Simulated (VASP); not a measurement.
# BeIr3 (P6_3/mmc) in VASP: further runs, part 2 of 2

VASP 6.6.1. Earlier steps stand in the parts before.

## (3) Single point, PBE

This run uses another cell than the first one, of 12.13 Å³/atom.

Input file INCAR:

```
SYSTEM = BeIr3
PREC     = Accurate       ! precision mode
ENCUT    = 520            ! plane-wave cutoff, eV
EDIFF    = 1E-6           ! SCF threshold, eV
ISMEAR   = 0              ! smearing method
SIGMA    = 0.1            ! smearing width, eV
LREAL    = .False.        ! projectors in reciprocal space
LASPH    = .True.         ! aspherical terms in the spheres
NELM     = 100            ! most SCF steps
ALGO     = Fast           ! electronic algorithm
ISIF     = 2              ! what is computed and relaxed
LWAVE    = .False.        ! write WAVECAR
LCHARG   = .False.        ! write CHGCAR
GGA      = PE             ! functional
NBANDS   = 39             ! bands
```

Input file KPOINTS:

```
regular mesh
0
Gamma
  6 6 4
  0 0 0
```

Input file POSCAR:

```
BeIr3
1.0
    5.1872933989      0.0000000000      0.0000000000
   -2.5936466994      4.4923278603      0.0000000000
    0.0000000000      0.0000000000      4.1636033121
Be Ir
2 6
Direct
    0.3333333333      0.6666666667      0.2500000000
    0.6666666667      0.3333333333      0.7500000000
    0.8330000000      0.6660000000      0.2500000000
    0.1670000000      0.8330000000      0.7500000000
    0.3340000000      0.1670000000      0.2500000000
    0.1670000000      0.3340000000      0.7500000000
    0.8330000000      0.1670000000      0.2500000000
    0.6660000000      0.8330000000      0.7500000000
```

Potentials or basis: VASP PAW PBE potentials, release 64 (Be, Ir).

Launch:

```sh
cat potpaw_PBE.64/Be/POTCAR potpaw_PBE.64/Ir/POTCAR > POTCAR
mpirun -np 1 vasp_std > vasp.out
```

OUTCAR:

```text
SYSTEM = BeIr3
   PREC = Accurate
   ENCUT = 520
   EDIFF = 1E-6
   ISMEAR = 0
   LREAL = .False.
   LASPH = .True.
   NELM = 100
   ISIF = 2
   GGA = PE

 ion  position               nearest neighbor table
   1  0.333  0.667  0.250-   4 2.56   4 2.56   6 2.56   6 2.56   8 2.56   8 2.56   5 2.59   3 2.59
                             7 2.59   7 2.59   5 2.59   3 2.59
   2  0.667  0.333  0.750-   7 2.56   7 2.56   3 2.56   3 2.56   5 2.56   5 2.56   8 2.59   6 2.59
                             4 2.59   4 2.59   8 2.59   6 2.59
   3  0.833  0.666  0.250-   2 2.56   2 2.56   8 2.57   8 2.57   4 2.57   4 2.57   7 2.59   5 2.59
                             1 2.59   1 2.59   7 2.60   5 2.60
[... 1103 lines left out ...]
  in kB      396.4445451    396.4445451    383.4803872      0.0000000      0.0000000      0.0000000
  external PRESSURE =     392.1231592 kB  Pullay stress =       0.0000000 kB

 VOLUME and BASIS-vectors are now :
 -----------------------------------------------------------------------------
  energy-cutoff  :      520.00
  volume of cell :       97.02
      direct lattice vectors                 reciprocal lattice vectors
     5.187293399  0.000000000  0.000000000     0.192778762  0.111300870  0.000000000
    -2.593646699  4.492327860  0.000000000     0.000000000  0.222601740  0.000000000
     0.000000000  0.000000000  4.163603312     0.000000000  0.000000000  0.240176579

 POSITION                                       TOTAL-FORCE (eV/Angst)
 -----------------------------------------------------------------------------------
     -0.00000      2.99489      1.04090        -0.000000      0.000000      0.000000
      2.59365      1.49744      3.12270        -0.000000      0.000000      0.000000
      2.59365      2.99189      1.04090        -0.000000     -2.154921      0.000000
     -1.29423      3.74211      3.12270         1.866216     -1.077460     -0.000000
      1.29942      0.75022      1.04090         1.866216      1.077460     -0.000000
      0.00000      1.50044      3.12270         0.000000      2.154921     -0.000000
      3.88788      0.75022      1.04090        -1.866216      1.077460      0.000000
      1.29423      3.74211      3.12270        -1.866216     -1.077460      0.000000
 -----------------------------------------------------------------------------------
    total drift:                                0.000000     -0.000000      0.000000

  FREE ENERGIE OF THE ION-ELECTRON SYSTEM (eV)
  ---------------------------------------------------
  free  energy   TOTEN  =       -59.1184598624 eV

  energy  without entropy=      -59.0541658319  energy(sigma->0) =      -59.08631285
```

stdout:

```text
POSCAR found type information on POSCAR BeIr
 POSCAR found :  2 types and       8 ions
 scaLAPACK will be used
 LDA part: xc-table for (Slater+PW92), standard interpolation
 POSCAR, INCAR and KPOINTS ok, starting setup
 FFT: planning ... GRIDC
 FFT: planning ... GRID_SOFT
 FFT: planning ... GRID
 WAVECAR not read
 entering main loop
```

Run time: 53 s. Hardware: 1 thread of Intel Xeon 6975P-C (Granite Rapids), shared host; peak memory 0.24 GiB.

What came out:

| Property | Result |
| --- | --- |
| Free energy | -59.1185 eV |
| Pressure | 39.2 GPa |
| Largest force | 2.155 eV/Å |
| Band gap on the k mesh | zero (bands 29 and 30 overlap by 0.64 eV) |

Forces in eV/Å, atoms in the order of the input:
```
Be   0.000  0.000  0.000
Be   0.000  0.000  0.000
Ir   0.000 -2.155  0.000
Ir   1.866 -1.077  0.000
Ir   1.866  1.077  0.000
Ir   0.000  2.155  0.000
Ir  -1.866  1.077  0.000
Ir  -1.866 -1.077  0.000
```

Caveat: the k points lie up to 0.38 Å⁻¹ apart, too coarse for converged energies and pressures of a metal; spin-orbit coupling is left out, which moves the levels of the heavy elements; forces of over 1 eV/Å act on the atoms, so gaps and moduli don't describe the material at rest.

## (4) Single point, PBE

Input file INCAR:

```
PREC = Accurate ; ENCUT = 520
EDIFF = 1E-7 ; ISMEAR = 0
SIGMA = 0.1 ; LREAL = F
LASPH = T ; NELM = 60
ALGO = Normal ; ISIF = 2
LWAVE = F ; LCHARG = F
GGA = PE ; NBANDS = 39
```

Input file KPOINTS:

```
regular mesh
0
Gamma
  6 6 4
```

Input file POSCAR:

```
BeIr3
1.0
    5.4257027499      0.0000000000      0.0000000000
   -2.7128513749      4.6987964148      0.0000000000
    0.0000000000      0.0000000000      4.2095713456
Be Ir
2 6
Direct
    0.3333333333      0.6666666667      0.2500000000
    0.6666666667      0.3333333333      0.7500000000
    0.8276798302      0.6553596604      0.2500000000
    0.1723201698      0.8276798302      0.7500000000
    0.3446403396      0.1723201698      0.2500000000
    0.1723201698      0.3446403396      0.7500000000
    0.8276798302      0.1723201698      0.2500000000
    0.6553596604      0.8276798302      0.7500000000
```

Launch:

```sh
cat potpaw_PBE.64/Be/POTCAR potpaw_PBE.64/Ir/POTCAR > POTCAR
mpirun -np 1 vasp_std > vasp.out
```

Wall time 57 s (1 thread of Intel Xeon 6975P-C (Granite Rapids), shared host); peak memory 0.25 GiB.

It converged, with:

```
Free energy            : -60.5411 eV
Pressure               : 0.4 GPa
Largest force          : 0.014 eV/Å
Band gap on the k mesh : zero (bands 29 and 30 overlap by 0.57 eV)
```

Forces in eV/Å, atoms in the order of the input:
```
Be   0.000  0.000  0.000
Be   0.000  0.000  0.000
Ir   0.000  0.014  0.000
Ir  -0.012  0.007  0.000
Ir  -0.012 -0.007  0.000
Ir   0.000 -0.014  0.000
Ir   0.012 -0.007  0.000
Ir   0.012  0.007  0.000
```

Levels at points of the mesh, in eV from the Fermi level:
```tsv
k point	band 27	band 28	band 29	band 30	band 31	band 32
(0.00, 0.00, 0.00)	-0.35	0.03	0.03	0.46	1.27	1.89
(0.50, 0.00, 0.00)	-0.61	-0.48	-0.24	0.17	0.23	1.38
(0.00, 0.00, 0.50)	-0.11	-0.11	-0.11	-0.11	0.91	0.91
(0.50, 0.00, 0.50)	-0.68	-0.68	-0.01	-0.01	0.52	0.52
```

Caveat: the k points lie up to 0.37 Å⁻¹ apart, too coarse for converged energies and pressures of a metal; spin-orbit coupling is left out, which moves the levels of the heavy elements.

## (5) Relaxation of cell and atoms, PBE

This run uses another cell than the first one, of 12.13 Å³/atom.

Input file INCAR:

```
SYSTEM = BeIr3
ALGO = Normal
EDIFF = 1E-7
EDIFFG = -0.04
ENCUT = 600
GGA = PE
IBRION = 2
ISIF = 3
ISMEAR = 0
LASPH = .TRUE.
LCHARG = .FALSE.
LREAL = .FALSE.
LWAVE = .FALSE.
NELM = 80
NSW = 90
PREC = Accurate
SIGMA = 0.1
```

Input file KPOINTS:

```
k-points
0
G
  6 6 4
  0 0 0
```

Input file POSCAR:

```
BeIr3
1.0
    5.1872933989      0.0000000000      0.0000000000
   -2.5936466994      4.4923278603      0.0000000000
    0.0000000000      0.0000000000      4.1636033121
Be Ir
2 6
Direct
    0.3333333333      0.6666666667      0.2500000000
    0.6666666667      0.3333333333      0.7500000000
    0.8330000000      0.6660000000      0.2500000000
    0.1670000000      0.8330000000      0.7500000000
    0.3340000000      0.1670000000      0.2500000000
    0.1670000000      0.3340000000      0.7500000000
    0.8330000000      0.1670000000      0.2500000000
    0.6660000000      0.8330000000      0.7500000000
```

Launch:

```sh
cat potpaw_PBE.64/Be/POTCAR potpaw_PBE.64/Ir/POTCAR > POTCAR
mpirun -np 1 vasp_std > vasp.out
```

Run time: 6.3 min. Hardware: 1 thread of Intel Xeon 6975P-C (Granite Rapids), shared host; peak memory 0.28 GiB.

Results (log left out):

```yaml
Free_energy: -60.5416 eV
Relaxed_volume: 13.43 Å³/atom
Relaxed_cell: a = 5.427 Å, b = 5.427 Å, c = 4.213 Å, α = 90.00°, β = 90.00°, γ = 120.00°
Space_group_after_relaxing_to_0.1_Å: P6_3/mmc (No. 194)
Pressure_after_relaxing: 0.0 GPa
Band_gap_on_the_k_mesh: zero (bands 29 and 30 overlap by 0.57 eV)
```

Forces in eV/Å, atoms in the order of the input:
```
Be   0.000  0.000  0.000
Be   0.000  0.000  0.000
Ir   0.000  0.003  0.000
Ir  -0.002  0.001  0.000
Ir  -0.002 -0.001  0.000
Ir   0.000 -0.003  0.000
Ir   0.002 -0.001  0.000
Ir   0.002  0.001  0.000
```

Stress tensor (GPa, compression positive):
```
 0.06  0.00  0.00
 0.00  0.06  0.00
 0.00  0.00 -0.04
```

Final structure:
```xyz
8
Lattice="5.4272 0.0000 0.0000 -2.7136 4.7001 0.0000 0.0000 0.0000 4.2134" Properties=species:S:1:pos:R:3 pbc="T T T"
Be    0.0000    3.1334    1.0533
Be    2.7136    1.5667    3.1600
Ir    2.7136    3.0808    1.0533
Ir   -1.3112    3.8904    3.1600
Ir    1.4024    0.8097    1.0533
Ir    0.0000    1.6193    3.1600
Ir    4.0248    0.8097    1.0533
Ir    1.3112    3.8904    3.1600
```

Levels at points of the mesh, in eV from the Fermi level:
```tsv
k point	band 26	band 27	band 28	band 29	band 30	band 31	band 32	band 33
(0.00, 0.00, 0.00)	-0.35	-0.35	0.03	0.03	0.47	1.27	1.89	2.01
(0.50, 0.00, 0.00)	-0.79	-0.61	-0.48	-0.23	0.16	0.23	1.38	1.58
(0.00, 0.00, 0.50)	-1.17	-0.11	-0.11	-0.11	-0.11	0.91	0.91	1.75
(0.50, 0.00, 0.50)	-1.60	-0.68	-0.68	-0.01	-0.01	0.52	0.52	1.03
```

Caveat: the k points lie up to 0.37 Å⁻¹ apart in the final cell, too coarse for converged energies and pressures of a metal; spin-orbit coupling is left out, which moves the levels of the heavy elements.

## (6) Summary

| task | cell | k mesh | cutoff (eV) | gap on the mesh (eV) | pressure (GPa) | largest force (eV/Å) |
| --- | --- | --- | --- | --- | --- | --- |
| single point | a = 5.432, b = 5.432, c = 4.197 Å, angles 90.0, 90.0, 120.0°, 8 atoms, atomic positions A | 12 × 12 × 10 | 520 | none | 0.4 | 0.01 |
| single point | a = 5.187, b = 5.187, c = 4.164 Å, angles 90.0, 90.0, 120.0°, 8 atoms, atomic positions B | 6 × 6 × 4 | 520 | none | 39.2 | 2.15 |
| single point | a = 5.426, b = 5.426, c = 4.210 Å, angles 90.0, 90.0, 120.0°, 8 atoms, atomic positions A | 6 × 6 × 4 | 520 | none | 0.4 | 0.01 |
| relaxation of cell and atoms | relaxed from a = 5.187, b = 5.187, c = 4.164 Å, angles 90.0, 90.0, 120.0°, 8 atoms, atomic positions B | 6 × 6 × 4 | 600 | none | 0.0 | - |

Alike in all rows: level PBE; potentials or basis VASP PAW PBE potentials, release 64 (Be, Ir); no spin polarisation; smearing gaussian 0.1 eV.

Caveats: some runs use coarse meshes; spin-orbit coupling is left out, which moves the levels of the heavy elements; forces of over 1 eV/Å act on the atoms, so gaps and moduli don't describe the material at rest (at least some runs).

Absolute energies hang on the potentials; compare differences alone.
